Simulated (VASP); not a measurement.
Write the native input for VASP 6.6.1 that does the following.

- Task: single point
- Functional: PBE-based screened hybrid with 25 % exact exchange
- Potentials or basis: VASP PAW PBE potentials, release 64 (Ga_d, As)
- Cutoff: 520 eV
- k mesh: 5 × 5 × 4
- Occupations: fermi-dirac, width 0.05 eV
- Spin: no spin polarisation
- Dipole correction: no
- Grid for exact exchange (PRECFOCK): Normal
- Share of exact exchange: 0.25
- Further INCAR settings: ALGO = Normal; EDIFF = 1e-07; NBANDS = 16
- Screening parameter: 0.3 1/Å

Crystal: GaAs.

```
Ga As
1.0
     3.95358    0.00000    0.00000
    -1.97679    3.42390    0.00000
     0.00000    0.00000    3.03971
Ga As
1 1
Direct
  0.33333 0.66667 0.50000
  0.00000 0.00000 0.00000
```

These files were run (other wordings do the same):

POSCAR

```
GaAs
1.0
    3.9535828013     -0.0000000032      0.0000000000
   -1.9767913979      3.4239031434      0.0000000000
    0.0000000000      0.0000000000      3.0397063015
Ga As
1 1
Direct
    0.3333333333      0.6666666667      0.5000000000
    0.0000000000      0.0000000000      0.0000000000
```

INCAR.step1

```
SYSTEM = GaAs
ALGO = Normal
EDIFF = 1E-5
ENCUT = 520
GGA = PE
ISIF = 2
ISMEAR = -1
LASPH = .True.
LREAL = .False.
LWAVE = .True.
NBANDS = 16
NELM = 80
PREC = Accurate
SIGMA = 0.05
```

INCAR.step2

```
SYSTEM = GaAs
AEXX = 0.25
ALGO = Normal
EDIFF = 1E-7
ENCUT = 520
GGA = PE
HFSCREEN = 0.3
ISIF = 2
ISMEAR = -1
ISTART = 1
LASPH = .True.
LCHARG = .True.
LELF = .True.
LHFCALC = .True.
LREAL = .False.
LVHAR = .True.
LWAVE = .False.
NBANDS = 16
NELM = 80
PREC = Accurate
PRECFOCK = Normal
SIGMA = 0.05
```

KPOINTS

```
k-points
0
Gamma
  5 5 4
  0 0 0
```

Potentials or basis: VASP PAW PBE potentials, release 64 (Ga_d, As).

Launch:

```console
$ cat potpaw_PBE.64/Ga_d/POTCAR potpaw_PBE.64/As/POTCAR > POTCAR
$ cp INCAR.step1 INCAR
$ mpirun -np 1 vasp_std > vasp.out
$ cp INCAR.step2 INCAR
$ mpirun -np 1 vasp_std > vasp.out
```

It gave:

* Pressure: -0.1 GPa
* Band gap on the k mesh: zero (bands 9 and 10 overlap by 4.01 eV)

Caveat: the k points lie up to 0.52 Å⁻¹ apart, too coarse for converged energies and pressures of a metal; the PAW data sets were made with another functional, which shifts forces and pressure a little.

Run time: 21 min on 1 thread of Intel Xeon 8259CL, with other jobs on the host, peak memory 0.28 GiB.
